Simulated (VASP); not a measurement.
# C (Fd-3m) in VASP: settings compared

C is run at these levels: PBEsol, r2SCAN; tasks: electric field gradients.

All numbers are computed with VASP 6.6.1; they aren't measurements. Logs are shortened: lines on timing, memory, paths and dates and some standing lists are left out, and cuts for length are marked.

**1. The cell of the first run**

It takes space group Fd-3m (No. 227, cubic). Conventional cell: a = 3.567 Å, b = 3.567 Å, c = 3.567 Å, α = 90.00°, β = 90.00°, γ = 90.00°. C (site symmetry -43m) has 4 C at 1.54 Å within 2.1 Å.

**2. Electric field gradients, PBEsol**

INCAR reads:

```
SYSTEM = C
PREC = Accurate ; ENCUT = 520
EDIFF = 1E-8 ; ISMEAR = -1
SIGMA = 0.03 ; LREAL = .False.
LASPH = .True. ; NELM = 80
ALGO = Normal ; ISIF = 2
LWAVE = .False. ; LCHARG = .False.
GGA = PS ; LEFG = .True.
NBANDS = 11
```

KPOINTS reads:

```
regular mesh
0
Gamma
  16 16 16
  0 0 0
```

POSCAR reads:

```
C
1.0
    0.0000000000      1.7834000000      1.7834000000
    1.7834000000      0.0000000000      1.7834000000
    1.7834000000      1.7834000000      0.0000000000
C
2
Direct
    0.5000000000      0.5000000000      0.5000000000
    0.7500000000      0.7500000000      0.7500000000
```

Potentials or basis: VASP PAW PBE potentials, release 64 (C).

On the command line:

```
$ cat potpaw_PBE.64/C/POTCAR > POTCAR
$ mpirun -np 1 vasp_std > vasp.out
```

OUTCAR:

```text
SYSTEM = C
   PREC = Accurate
   ENCUT = 520
   EDIFF = 1E-8
   ISMEAR = -1
   LREAL = .False.
   LASPH = .True.
   NELM = 80
   ISIF = 2
   GGA = PS

 ion  position               nearest neighbor table
   1  0.500  0.500  0.500-   2 1.54   2 1.54   2 1.54   2 1.54
   2  0.750  0.750  0.750-   1 1.54   1 1.54   1 1.54   1 1.54

  LATTYP: Found a face centered cubic cell.
 ALAT       =     3.5668000000

  Lattice vectors:

 A1 = (   0.0000000000,   1.7834000000,   1.7834000000)
 A2 = (   1.7834000000,   0.0000000000,   1.7834000000)
 A3 = (   1.7834000000,   1.7834000000,   0.0000000000)

Analysis of symmetry for initial positions (statically):
=====================================================================
 Subroutine PRICEL returns:
 Original cell was already a primitive cell.

 Routine SETGRP: Setting up the symmetry group for a
 face centered cubic supercell.

 Subroutine GETGRP returns: Found 48 space group operations
 (whereof 24 operations were pure point group operations)
 out of a pool of 48 trial point group operations.

The static configuration has the point symmetry T_d .
 The point group associated with its full space group is O_h .

Analysis of symmetry for dynamics (positions and initial velocities):
=====================================================================
 Subroutine PRICEL returns:
 Original cell was already a primitive cell.

 Routine SETGRP: Setting up the symmetry group for a
 face centered cubic supercell.

 Subroutine GETGRP returns: Found 48 space group operations
 (whereof 24 operations were pure point group operations)
 out of a pool of 48 trial point group operations.

The dynamic configuration has the point symmetry T_d .
 The point group associated with its full space group is O_h .

 Subroutine INISYM returns: Found 48 space group operations
 (whereof 24 operations are pure point group operations),
 and found     1 'primitive' translations

----------------------------------------------------------------------------------------

                                     Primitive cell

  volume of cell :      11.3443

  direct lattice vectors                    reciprocal lattice vectors
     0.000000000  1.783400000  1.783400000    -0.280363351  0.280363351  0.280363351
     1.783400000  0.000000000  1.783400000     0.280363351 -0.280363351  0.280363351
     1.783400000  1.783400000  0.000000000     0.280363351  0.280363351 -0.280363351

[... 127 lines left out ...]

  energy without entropy =      -19.24885256  energy(sigma->0) =      -19.24885256

 E-fermi :  10.2754     XC(G=0): -13.4327

 val. band max:        9.7088687686   @ k =   0.0000   0.0000   0.0000
 cond. band min:      13.7133626610   @ k =   0.3750   0.3750   0.0000
 fundamental gap:      4.0044938924
 Fermi energy:        10.2753804163

 k-point     1 :       0.0000    0.0000    0.0000
  band No.  band energies     occupation
      1     -11.8126      2.00000
      2       9.7089      2.00000
      3       9.7089      2.00000
      4       9.7089      2.00000
      5      15.2478      0.00000
      6      15.2478      0.00000
      7      15.2478      0.00000
      8      23.0764      0.00000
      9      28.6653      0.00000
     10      36.1754      0.00000
     11      36.1754      0.00000
[... 309 lines left out ...]
 k-point    24 :      -0.0625    0.0625    0.0000
  band No.  band energies     occupation
      1     -11.5234      2.00000
      2       8.2794      2.00000
      3       8.6235      2.00000
      4       9.5287      2.00000
      5      15.5407      0.00000
      6      16.0682      0.00000
      7      16.3683      0.00000
      8      23.2754      0.00000
      9      29.1463      0.00000
     10      32.6958      0.00000
     11      33.9808      0.00000

 [... further k-points ...]
[... 5 lines left out ...]
  --------------------------------------------------------------------------------------
  -------------------------------------------------------------------------------------
  Total       -0.2676485     -0.2676485     -0.2676485     -0.0000000     -0.0000000      0.0000000
  in kB      -37.8006394    -37.8006394    -37.8006394     -0.0000000     -0.0000000      0.0000000
  external PRESSURE =     -37.8006394 kB  Pullay stress =       0.0000000 kB

 VOLUME and BASIS-vectors are now :
 -----------------------------------------------------------------------------
  energy-cutoff  :      520.00
  volume of cell :       11.34
      direct lattice vectors                 reciprocal lattice vectors
     0.000000000  1.783400000  1.783400000    -0.280363351  0.280363351  0.280363351
     1.783400000  0.000000000  1.783400000     0.280363351 -0.280363351  0.280363351
     1.783400000  1.783400000  0.000000000     0.280363351  0.280363351 -0.280363351

 POSITION                                       TOTAL-FORCE (eV/Angst)
 -----------------------------------------------------------------------------------
      1.78340      1.78340      1.78340        -0.000000     -0.000000     -0.000000
      2.67510      2.67510      2.67510         0.000000      0.000000      0.000000
 -----------------------------------------------------------------------------------
    total drift:                                0.000000     -0.000000      0.000000

  FREE ENERGIE OF THE ION-ELECTRON SYSTEM (eV)
  ---------------------------------------------------
  free  energy   TOTEN  =       -19.2488525615 eV

  energy  without entropy=      -19.2488525615  energy(sigma->0) =      -19.24885256

 Electric field gradients (V/A^2)
---------------------------------------------------------------------
 ion       V_xx      V_yy      V_zz      V_xy      V_xz      V_yz
---------------------------------------------------------------------
   1      -0.000    -0.000    -0.000    -0.000    -0.000    -0.000
   2      -0.000    -0.000    -0.000    -0.000    -0.000    -0.000
---------------------------------------------------------------------

 Electric field gradients after diagonalization (V/A^2)
 (convention: |V_zz| > |V_xx| > |V_yy|)
----------------------------------------------------------------------
 ion       V_xx      V_yy      V_zz     asymmetry (V_yy - V_xx)/ V_zz
----------------------------------------------------------------------
   1       0.000     0.000    -0.000       0.000
   2       0.000     0.000    -0.000       0.000
----------------------------------------------------------------------

           NMR quadrupolar parameters

 Cq : quadrupolar parameter    Cq=e*Q*V_zz/h
 eta: asymmetry parameters     (V_yy - V_xx)/ V_zz
 Q  : nuclear electric quadrupole moment in mb (millibarn)
----------------------------------------------------------------------
 ion       Cq(MHz)       eta       Q (mb)
----------------------------------------------------------------------
   1      -0.000       0.000       1.000
   2      -0.000       0.000       1.000
----------------------------------------------------------------------
```

OSZICAR:

```text
N       E                     dE             d eps       ncg     rms          rms(c)
DAV:   1     0.102070882066E+01    0.10207E+01   -0.47825E+03  3337   0.703E+02
DAV:   2    -0.195347163956E+02   -0.20555E+02   -0.20022E+02  4255   0.131E+02
DAV:   3    -0.199110469150E+02   -0.37633E+00   -0.37568E+00  3742   0.136E+01
DAV:   4    -0.199115844995E+02   -0.53758E-03   -0.53758E-03  3434   0.662E-01
DAV:   5    -0.199115851102E+02   -0.61069E-06   -0.61065E-06  3652   0.206E-02    0.559E+00
DAV:   6    -0.194197666815E+02    0.49182E+00   -0.25197E-01  3280   0.347E+00    0.330E+00
DAV:   7    -0.192482663864E+02    0.17150E+00   -0.30311E-01  3481   0.385E+00    0.688E-01
DAV:   8    -0.192488263193E+02   -0.55993E-03   -0.74488E-03  3334   0.676E-01    0.294E-02
DAV:   9    -0.192488443524E+02   -0.18033E-04   -0.15311E-05  3836   0.353E-02    0.215E-02
DAV:  10    -0.192488527246E+02   -0.83723E-05   -0.35795E-06  3475   0.165E-02    0.449E-03
DAV:  11    -0.192488525705E+02    0.15410E-06   -0.95543E-08  3869   0.264E-03    0.395E-04
DAV:  12    -0.192488525603E+02    0.10225E-07   -0.29904E-09  2222   0.537E-04    0.128E-04
DAV:  13    -0.192488525615E+02   -0.11660E-08   -0.39036E-10  1706   0.156E-04
   1 F= -.19248853E+02 E0= -.19248853E+02  d E =-.563586E-11
```

stdout:

```text
POSCAR found type information on POSCAR C
 POSCAR found :  1 types and       2 ions
 scaLAPACK will be used
 -----------------------------------------------------------------------------
|                                                                             |
|                                                                             |
|     You enforced a specific xc type in the INCAR file but a different       |
|     I HOPE YOU KNOW WHAT YOU ARE DOING!                                     |
|                                                                             |
 -----------------------------------------------------------------------------

 LDA part: xc-table for (Slater+PW92), standard interpolation
 POSCAR, INCAR and KPOINTS ok, starting setup
 FFT: planning ... GRIDC
 FFT: planning ... GRID_SOFT
 FFT: planning ... GRID
 WAVECAR not read
 entering main loop
ion   1

ion   2
```

Run time: 14 s. Hardware: 1 thread of Intel Xeon Platinum 8559C (Emerald Rapids), shared host; peak memory 0.12 GiB.

Results:

| Quantity | Value |
| --- | --- |
| Free energy | -19.2489 eV |
| Pressure | -3.8 GPa |
| Band gap on the k mesh | 4.00 eV, indirect (least direct gap 5.54 eV) |

Caveat: without QUAD_EFG the Cq values of the log hold for a quadrupole moment of 1 mb, not for the nuclei; the PAW data sets were made with another functional, which shifts forces and pressure a little.

**3. Electric field gradients, r2SCAN**

POSCAR is that of step 2.

INCAR.step1 reads:

```
PREC = Accurate ; ENCUT = 520
ISMEAR = -1 ; SIGMA = 0.03
LREAL = F ; LASPH = T
NELM = 80 ; NBANDS = 11
GGA = PE ; ALGO = Normal
EDIFF = 1E-4 ; LWAVE = T
LCHARG = F
```

INCAR.step2 reads:

```
PREC = Accurate ; ENCUT = 520
EDIFF = 1E-8 ; ISMEAR = -1
SIGMA = 0.03 ; LREAL = F
LASPH = T ; NELM = 80
ALGO = Normal ; ISIF = 2
LWAVE = F ; LCHARG = F
METAGGA = R2SCAN ; LMIXTAU = T
LEFG = T ; NBANDS = 11
ISTART = 1
```

KPOINTS reads:

```
Automatic mesh
0
Gamma
  16 16 16
```

Potentials or basis: VASP PAW PBE potentials, release 64 (C).

On the command line:

```
$ cat potpaw_PBE.64/C/POTCAR > POTCAR
$ cp INCAR.step1 INCAR
$ mpirun -np 1 vasp_std > vasp.out
$ cp INCAR.step2 INCAR
$ mpirun -np 1 vasp_std > vasp.out
```

OUTCAR:

```text
PREC = Accurate
   ENCUT = 520
   EDIFF = 1E-8
   ISMEAR = -1
   LREAL = F
   LASPH = T
   NELM = 80
   ISIF = 2
   METAGGA = R2SCAN
   ISTART = 1

 ion  position               nearest neighbor table
   1  0.500  0.500  0.500-   2 1.54   2 1.54   2 1.54   2 1.54
   2  0.750  0.750  0.750-   1 1.54   1 1.54   1 1.54   1 1.54

  LATTYP: Found a face centered cubic cell.
 ALAT       =     3.5668000000

  Lattice vectors:

 A1 = (   0.0000000000,   1.7834000000,   1.7834000000)
 A2 = (   1.7834000000,   0.0000000000,   1.7834000000)
 A3 = (   1.7834000000,   1.7834000000,   0.0000000000)

Analysis of symmetry for initial positions (statically):
[... 547 lines left out ...]
  free  energy   TOTEN  =       -19.6573064357 eV

  energy  without entropy=      -19.6573064357  energy(sigma->0) =      -19.65730644

 Electric field gradients (V/A^2)
---------------------------------------------------------------------
 ion       V_xx      V_yy      V_zz      V_xy      V_xz      V_yz
---------------------------------------------------------------------
   1       0.000    -0.000    -0.000    -0.000    -0.000    -0.000
   2       0.000    -0.000    -0.000    -0.000    -0.000    -0.000
---------------------------------------------------------------------

 Electric field gradients after diagonalization (V/A^2)
 (convention: |V_zz| > |V_xx| > |V_yy|)
----------------------------------------------------------------------
 ion       V_xx      V_yy      V_zz     asymmetry (V_yy - V_xx)/ V_zz
----------------------------------------------------------------------
   1       0.000     0.000    -0.000       0.000
   2       0.000     0.000    -0.000       0.000
----------------------------------------------------------------------

           NMR quadrupolar parameters

 Cq : quadrupolar parameter    Cq=e*Q*V_zz/h
 eta: asymmetry parameters     (V_yy - V_xx)/ V_zz
 Q  : nuclear electric quadrupole moment in mb (millibarn)
----------------------------------------------------------------------
 ion       Cq(MHz)       eta       Q (mb)
----------------------------------------------------------------------
   1      -0.000       0.000       1.000
   2      -0.000       0.000       1.000
----------------------------------------------------------------------
```

OUTCAR.step1:

```text
PREC = Accurate
   ENCUT = 520
   ISMEAR = -1
   LREAL = F
   LASPH = T
   NELM = 80
[... 556 lines left out ...]
 -----------------------------------------------------------------------------------
      1.78340      1.78340      1.78340         0.000000      0.000000      0.000000
      2.67510      2.67510      2.67510        -0.000000     -0.000000     -0.000000
 -----------------------------------------------------------------------------------
    total drift:                                0.000000     -0.000000      0.000000

  FREE ENERGIE OF THE ION-ELECTRON SYSTEM (eV)
  ---------------------------------------------------
  free  energy   TOTEN  =       -18.1852561025 eV

  energy  without entropy=      -18.1852561025  energy(sigma->0) =      -18.18525610
```

OSZICAR.step1:

```text
N       E                     dE             d eps       ncg     rms          rms(c)
DAV:   1     0.218553210350E+01    0.21855E+01   -0.47918E+03  3337   0.703E+02
DAV:   2    -0.184450653044E+02   -0.20631E+02   -0.20096E+02  4258   0.132E+02
DAV:   3    -0.188234696425E+02   -0.37840E+00   -0.37775E+00  3731   0.137E+01
DAV:   4    -0.188240236790E+02   -0.55404E-03   -0.55403E-03  3434   0.676E-01
DAV:   5    -0.188240243283E+02   -0.64928E-06   -0.64927E-06  3629   0.214E-02    0.556E+00
DAV:   6    -0.183447115106E+02    0.47931E+00   -0.25023E-01  3265   0.352E+00    0.332E+00
DAV:   7    -0.181833990393E+02    0.16131E+00   -0.30655E-01  3433   0.395E+00    0.758E-01
DAV:   8    -0.181852152160E+02   -0.18162E-02   -0.86028E-03  3319   0.693E-01    0.436E-02
DAV:   9    -0.181852561025E+02   -0.40886E-04   -0.61435E-05  3594   0.633E-02
   1 F= -.18185256E+02 E0= -.18185256E+02  d E =-.112098E-11
```

Wall time 60 s (1 thread of Intel Xeon Platinum 8559C (Emerald Rapids), shared host); peak memory 0.13 GiB.

What came out:

```yaml
Free_energy: -19.6573 eV
Pressure: -1.4 GPa
Band_gap_on_the_k_mesh: 4.33 eV, indirect (least direct gap 5.84 eV)
```

Caveat: without QUAD_EFG the Cq values of the log hold for a quadrupole moment of 1 mb, not for the nuclei; the PAW data sets were made with another functional, which shifts forces and pressure a little.

**4. Electric field gradients, PBEsol**

INCAR reads:

```
SYSTEM = C
PREC = Accurate ; ENCUT = 910
EDIFF = 1E-8 ; ISMEAR = -1
SIGMA = 0.03 ; LREAL = .False.
LASPH = .True. ; NELM = 120
ALGO = Normal ; ISIF = 2
LWAVE = .False. ; LCHARG = .False.
GGA = PS ; LEFG = .True.
NBANDS = 11 ; GGA_COMPAT = .False.
```

KPOINTS reads:

```
regular mesh
0
Gamma
  16 16 16
  0 0 0
```

POSCAR is that of step 3.

Potentials or basis: VASP PAW PBE potentials, release 64 (C_h).

On the command line:

```
$ cat potpaw_PBE.64/C_h/POTCAR > POTCAR
$ mpirun -np 1 vasp_std > vasp.out
```

OUTCAR:

```text
SYSTEM = C
   PREC = Accurate
   ENCUT = 910
   EDIFF = 1E-8
   ISMEAR = -1
   LREAL = .False.
   LASPH = .True.
   NELM = 120
   ISIF = 2
   GGA = PS

 ion  position               nearest neighbor table
   1  0.500  0.500  0.500-
   2  0.750  0.750  0.750-

  LATTYP: Found a face centered cubic cell.
 ALAT       =     3.5668000000

  Lattice vectors:

 A1 = (   0.0000000000,   1.7834000000,   1.7834000000)
 A2 = (   1.7834000000,   0.0000000000,   1.7834000000)
 A3 = (   1.7834000000,   1.7834000000,   0.0000000000)
[... 547 lines left out ...]

  FREE ENERGIE OF THE ION-ELECTRON SYSTEM (eV)
  ---------------------------------------------------
  free  energy   TOTEN  =       -19.2747964561 eV

  energy  without entropy=      -19.2747964561  energy(sigma->0) =      -19.27479646

 Electric field gradients (V/A^2)
---------------------------------------------------------------------
 ion       V_xx      V_yy      V_zz      V_xy      V_xz      V_yz
---------------------------------------------------------------------
   1      -0.000    -0.000     0.000    -0.000    -0.000    -0.000
   2      -0.000    -0.000     0.000    -0.000    -0.000    -0.000
---------------------------------------------------------------------

 Electric field gradients after diagonalization (V/A^2)
 (convention: |V_zz| > |V_xx| > |V_yy|)
----------------------------------------------------------------------
 ion       V_xx      V_yy      V_zz     asymmetry (V_yy - V_xx)/ V_zz
----------------------------------------------------------------------
   1       0.000     0.000    -0.000       0.000
   2       0.000     0.000    -0.000       0.000
----------------------------------------------------------------------

           NMR quadrupolar parameters

 Cq : quadrupolar parameter    Cq=e*Q*V_zz/h
 eta: asymmetry parameters     (V_yy - V_xx)/ V_zz
 Q  : nuclear electric quadrupole moment in mb (millibarn)
----------------------------------------------------------------------
 ion       Cq(MHz)       eta       Q (mb)
----------------------------------------------------------------------
   1      -0.000       0.000       1.000
   2      -0.000       0.000       1.000
----------------------------------------------------------------------
```

It took 34 s on 1 thread of Intel Xeon Platinum 8375C at 2.90GHz (Ice Lake), shared host; peak memory 0.17 GiB.

What came out:

```yaml
Free_energy: -19.2748 eV
Pressure: -4.8 GPa
Band_gap_on_the_k_mesh: 4.01 eV, indirect (least direct gap 5.54 eV)
```

Levels at points of the mesh, in eV from the valence-band top:
| k point | band 1 | band 2 | band 3 | band 4 | band 5 | band 6 | band 7 | band 8 |
| --- | --- | --- | --- | --- | --- | --- | --- | --- |
| (0.00, 0.00, 0.00) | -21.52 | 0.00 | 0.00 | 0.00 | 5.54 | 5.54 | 5.54 | 13.37 |
| (0.50, 0.00, 0.00) | -15.69 | -13.46 | -2.81 | -2.81 | 8.39 | 8.39 | 8.84 | 15.49 |
| (0.50, 0.50, 0.00) | -12.77 | -12.77 | -6.33 | -6.33 | 4.60 | 4.60 | 16.79 | 16.79 |

Caveat: the cutoff is under 1.25 times the usual one of these potentials, so pressure, stress and relaxed cells hold a basis-set (Pulay) error; without QUAD_EFG the Cq values of the log hold for a quadrupole moment of 1 mb, not for the nuclei; the PAW data sets were made with another functional, which shifts forces and pressure a little. A k mesh can miss the band edges.

(Part 1 of 2 ends here.)
